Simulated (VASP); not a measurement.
# Al3GaN4 (P1) in VASP: single point with r2SCAN

Aim: the single point of Al3GaN4 with r2SCAN.

Everything below comes from runs of VASP 6.6.1. Logs are shortened: lines on timing, memory, paths and dates and some standing lists are left out, and cuts for length are marked.

## Step 1: The cell of the first run

The typed cell holds 8 atoms: a = 4.401 Å, b = 4.401 Å, c = 4.401 Å, α = 90.00°, β = 90.00°, γ = 90.00°.

## Step 2: Single point, r2SCAN (atoms moved at random)

POSCAR

```
Al3GaN4
1.0
    4.4014385300      0.0000000000      0.0000000000
    0.0000000000      4.4014385300      0.0000000000
    0.0000000000      0.0000000000      4.4014385300
Al Ga N
3 1 4
Direct
    0.5062818844      0.5075990083     -0.0111250078
    0.4848482492     -0.0137435549      0.5172222616
   -0.0092803899      0.5217061949      0.5090619853
    0.0031513828     -0.0031137273     -0.0200339670
    0.7414941331      0.7447378726      0.2545152575
    0.7404845452      0.2527809870      0.7372401986
    0.2668766017      0.7282229023      0.7550599041
    0.2661435935      0.2618103171      0.2580593677
```

INCAR.step1

```
PREC = Accurate ; ENCUT = 520
ISMEAR = 0 ; SIGMA = 0.05
LREAL = F ; LASPH = T
NELM = 60 ; NBANDS = 31
GGA = PE ; ALGO = Normal
EDIFF = 1E-4 ; LWAVE = T
LCHARG = F
```

INCAR.step2

```
PREC = Accurate ; ENCUT = 520
EDIFF = 1E-6 ; ISMEAR = 0
SIGMA = 0.05 ; LREAL = F
LASPH = T ; NELM = 60
ALGO = Normal ; ISIF = 2
LWAVE = F ; LCHARG = F
METAGGA = R2SCAN ; LMIXTAU = T
NBANDS = 31 ; ISTART = 1
```

KPOINTS

```
Automatic mesh
0
Gamma
  6 6 6
```

Potentials or basis: VASP PAW PBE potentials, release 64 (Al, Ga_d, N).

Started as:

```sh
> cat potpaw_PBE.64/Al/POTCAR potpaw_PBE.64/Ga_d/POTCAR potpaw_PBE.64/N/POTCAR > POTCAR
> cp INCAR.step1 INCAR
> mpirun -np 1 vasp_std > vasp.out
> cp INCAR.step2 INCAR
> mpirun -np 1 vasp_std > vasp.out
```

OUTCAR:

```text
PREC = Accurate
   ENCUT = 520
   EDIFF = 1E-6
   ISMEAR = 0
   LREAL = F
   LASPH = T
   NELM = 60
   ISIF = 2
   METAGGA = R2SCAN
   ISTART = 1

 ion  position               nearest neighbor table
   1  0.506  0.508  0.989-   7 1.76   5 1.88   6 1.88   8 1.92   2 2.96   3 3.00   4 3.07   4 3.09
                             2 3.10   3 3.10   3 3.13   4 3.14   2 3.14   3 3.22   2 3.27
   2  0.485  0.986  0.517-   7 1.82   6 1.89   8 1.92   5 1.93   4 2.94   1 2.96   3 2.99   3 3.02
                             4 3.06   1 3.10   1 3.14   3 3.21   3 3.24   1 3.27
   3  0.991  0.522  0.509-   5 1.85   7 1.86   6 1.90   8 2.00   4 2.95   2 2.99   1 3.00   2 3.02
                             1 3.10   4 3.10   1 3.13   4 3.13   2 3.21   1 3.22   2 3.24
   4  0.003  0.997  0.980-   7 1.93   6 1.94   5 2.00   8 2.05   2 2.94   3 2.95   2 3.06   1 3.07
                             1 3.09   3 3.10   3 3.13   1 3.14
   5  0.741  0.745  0.255-   3 1.85   1 1.88   2 1.93   4 2.00
   6  0.740  0.253  0.737-   1 1.88   2 1.89   3 1.90   4 1.94
   7  0.267  0.728  0.755-   1 1.76   2 1.82   3 1.86   4 1.93
   8  0.266  0.262  0.258-   1 1.92   2 1.92   3 2.00   4 2.05

  LATTYP: Found a simple cubic cell.
 ALAT       =     4.4014385300

  Lattice vectors:

 A1 = (   4.4014385300,   0.0000000000,   0.0000000000)
 A2 = (   0.0000000000,   4.4014385300,   0.0000000000)
 A3 = (   0.0000000000,   0.0000000000,   4.4014385300)

Analysis of symmetry for initial positions (statically):
=====================================================================
 Subroutine PRICEL returns:
 Original cell was already a primitive cell.

 Routine SETGRP: Setting up the symmetry group for a
 simple cubic supercell.

 Subroutine GETGRP returns: Found  1 space group operations
 (whereof  1 operations were pure point group operations)
 out of a pool of 48 trial point group operations.

The static configuration has the point symmetry C_1 .

Analysis of symmetry for dynamics (positions and initial velocities):
=====================================================================
 Subroutine PRICEL returns:
 Original cell was already a primitive cell.

 Routine SETGRP: Setting up the symmetry group for a
 simple cubic supercell.

 Subroutine GETGRP returns: Found  1 space group operations
 (whereof  1 operations were pure point group operations)
 out of a pool of 48 trial point group operations.

The dynamic configuration has the point symmetry C_1 .

 Subroutine INISYM returns: Found  1 space group operations
 (whereof  1 operations are pure point group operations),
 and found     1 'primitive' translations
[... 115 lines left out ...]
   POTIM  = 0.5000    time-step for ionic-motion
   TEBEG  =    0.0;   TEEND  =   0.0 temperature during run
   PSTRESS=    0.0 pullay stress
   NELECT =      42.0000    total number of electrons
   NUPDOWN=      -1.0000    fix difference up-down
   EMIN   =  10.00;   EMAX   =-10.00  energy-range for DOS
   EFERMI =   0.00;   METHOD = LEGACY
   ISMEAR =     0;   SIGMA  =   0.05  broadening in eV -4-tet -1-fermi 0-gaus
   EFERMI_NEDOS =   21; number of points for ismear=-14 and -15
   IALGO  =     38    algorithm
   IMIX   =      4    mixing-type and parameters
     AMIX     =   0.40;   BMIX     =  1.00
     AMIX_MAG =   1.60;   BMIX_MAG =  1.00
  volume/ion in A,a.u.               =      10.66        71.93
  Fermi-wavevector in a.u.,A,eV,Ry     =   1.292895  2.443217 22.743196  1.671578
  Thomas-Fermi vector in A             =   2.424575
   LORBIT       =      0    0 simple, 1 ext, 2 COOP (PROOUT), +10 PAW based schemes
   METAGGA = R2SCAN    functional components
   LHFCALC =     F    Hartree Fock is set to
   AEXX    =    0.0000 exact exchange contribution
   IVDW    =     0    specifies the selected vdW correction
   LEPSILON=     F    determine dielectric tensor
   LRPA    =     F    only Hartree local field effects (RPA)
 non-spin polarized calculation
 Gauss-broadening in eV      SIGMA  =   0.05
  energy-cutoff  :      520.00
  volume of cell :       85.27
 maximum number of plane-waves:      2320
 NGX is ok and might be reduce to    36
   NGX = 17   NGY = 17   NGZ = 17

 number of electron      42.0000004 magnetization

 Free energy of the ion-electron system (eV)
  ---------------------------------------------------
  ext. energy  EPLUGINS =         0.00000000
  ---------------------------------------------------
  free energy    TOTEN  =       -78.76912712 eV

  energy without entropy =      -78.76912712  energy(sigma->0) =      -78.76912712

 E-fermi :   5.9993     XC(G=0): -11.7582

 val. band max:        5.7459812667   @ k =   0.5000   0.5000   0.5000
 cond. band min:       8.5015603347   @ k =   0.0000   0.0000   0.0000
 fundamental gap:      2.7555790680
 Fermi energy:         5.9992703790

 k-point     1 :       0.0000    0.0000    0.0000
  band No.  band energies     occupation
      1     -10.6683      2.00000
      2      -8.9644      2.00000
      3      -8.5886      2.00000
      4      -8.2069      2.00000
      5      -7.6497      2.00000
      6      -7.6391      2.00000
[... 805 lines left out ...]
     30      17.5907      0.00000
     31      17.9485      0.00000

 [... further k-points ...]

------------------------ aborting loop because EDIFF is reached ----------------------------------------

  FORCE on cell =-STRESS in cart. coord.  units (eV):
  Direction    XX          YY          ZZ          XY          YZ          ZX
  --------------------------------------------------------------------------------------
  -------------------------------------------------------------------------------------
  Total        1.0911405      0.5002807      0.4965275     -0.8140087     -1.3005587      1.1018218
  in kB       20.5025246      9.4002718      9.3297484    -15.2952185    -24.4374910     20.7032261
  external PRESSURE =      13.0775149 kB  Pullay stress =       0.0000000 kB

 VOLUME and BASIS-vectors are now :
 -----------------------------------------------------------------------------
  energy-cutoff  :      520.00
  volume of cell :       85.27
      direct lattice vectors                 reciprocal lattice vectors
     4.401438530  0.000000000  0.000000000     0.227198447  0.000000000  0.000000000
     0.000000000  4.401438530  0.000000000     0.000000000  0.227198447  0.000000000
     0.000000000  0.000000000  4.401438530     0.000000000  0.000000000  0.227198447

 POSITION                                       TOTAL-FORCE (eV/Angst)
 -----------------------------------------------------------------------------------
      2.22837      2.23417      4.35247         0.533667     -2.110821      2.471870
      2.13403      4.34095      2.27652         1.105801      1.719482     -2.321645
      4.36059      2.29626      2.24061         0.690996     -2.324194     -1.472453
      0.01387      4.38773      4.31326        -0.073294      1.084256      2.241900
      3.26364      3.27792      1.12023         0.175082      0.664340     -0.049158
      3.25920      1.11260      3.24492         0.352664      0.115081      0.187954
      1.17464      3.20523      3.32335        -1.744723      1.259842     -1.025664
      1.17141      1.15234      1.13583        -1.040192     -0.407986     -0.032803
 -----------------------------------------------------------------------------------
    total drift:                               -0.014443      0.015203      0.009554

  FREE ENERGIE OF THE ION-ELECTRON SYSTEM (eV)
  ---------------------------------------------------
  free  energy   TOTEN  =       -78.7691271244 eV

  energy  without entropy=      -78.7691271244  energy(sigma->0) =      -78.76912712
```

OSZICAR.step1:

```text
N       E                     dE             d eps       ncg     rms          rms(c)
DAV:   1     0.321541459751E+03    0.32154E+03   -0.19503E+04  7777   0.169E+03
DAV:   2    -0.210584472683E+02   -0.34260E+03   -0.31776E+03  8191   0.453E+02
DAV:   3    -0.638498590309E+02   -0.42791E+02   -0.42186E+02  7939   0.127E+02
DAV:   4    -0.655254835406E+02   -0.16756E+01   -0.16698E+01  9346   0.282E+01
DAV:   5    -0.655644755938E+02   -0.38992E-01   -0.38980E-01  8163   0.398E+00    0.171E+01
DAV:   6    -0.558748399290E+02    0.96896E+01   -0.30310E+01 11143   0.544E+01    0.572E+00
DAV:   7    -0.560603647470E+02   -0.18552E+00   -0.31331E+00  8575   0.111E+01    0.409E+00
DAV:   8    -0.560339979510E+02    0.26367E-01   -0.31634E-01  9820   0.470E+00    0.813E-01
DAV:   9    -0.560204378569E+02    0.13560E-01   -0.51823E-02 10691   0.310E+00    0.497E-01
DAV:  10    -0.560196615051E+02    0.77635E-03   -0.14745E-02  8422   0.652E-01    0.178E-01
DAV:  11    -0.560200588103E+02   -0.39731E-03   -0.11632E-03  9677   0.267E-01    0.452E-02
DAV:  12    -0.560200558663E+02    0.29440E-05   -0.14442E-04  5809   0.105E-01
   1 F= -.56020056E+02 E0= -.56020056E+02  d E =-.478281E-16
```

It took 34 min on 1 thread of Oxide Virtual Turin-like, shared host; peak memory 0.36 GiB.

What came out:

```
Free energy            : -78.7691 eV
Pressure               : 1.3 GPa
Largest force          : 3.294 eV/Å
Band gap on the k mesh : 2.76 eV (least direct gap 2.81 eV)
```

Forces in eV/Å, atoms in the order of the input:
```
Al   0.534 -2.111  2.472
Al   1.106  1.719 -2.322
Al   0.691 -2.324 -1.472
Ga  -0.073  1.084  2.242
N    0.175  0.664 -0.049
N    0.353  0.115  0.188
N   -1.745  1.260 -1.026
N   -1.040 -0.408 -0.033
```

Levels at points of the mesh, in eV from the valence-band top:
| k point | band 19 | band 20 | band 21 | band 22 | band 23 | band 24 |
| --- | --- | --- | --- | --- | --- | --- |
| (0.00, 0.00, 0.00) | -0.26 | -0.13 | -0.06 | 2.76 | 3.59 | 3.85 |
| (0.50, 0.00, 0.00) | -1.42 | -1.18 | -1.00 | 5.18 | 5.90 | 6.50 |
| (0.00, 0.50, 0.00) | -1.51 | -0.99 | -0.74 | 5.24 | 5.90 | 6.44 |
| (0.00, 0.00, 0.50) | -1.74 | -0.89 | -0.66 | 5.23 | 6.04 | 6.16 |
| (0.50, 0.50, 0.00) | -1.27 | -0.46 | -0.20 | 6.87 | 7.39 | 8.01 |
| (0.00, 0.50, 0.50) | -0.99 | -0.62 | -0.57 | 7.02 | 7.36 | 7.74 |
| (0.50, 0.00, 0.50) | -1.06 | -0.57 | -0.26 | 7.02 | 7.37 | 7.86 |
| (0.50, 0.50, 0.50) | -0.46 | -0.32 | 0.00 | 5.60 | 7.15 | 7.41 |

Caveat: the cell differs from its parent crystal (atoms moved at random); the PAW data sets were made with another functional, which shifts forces and pressure a little.
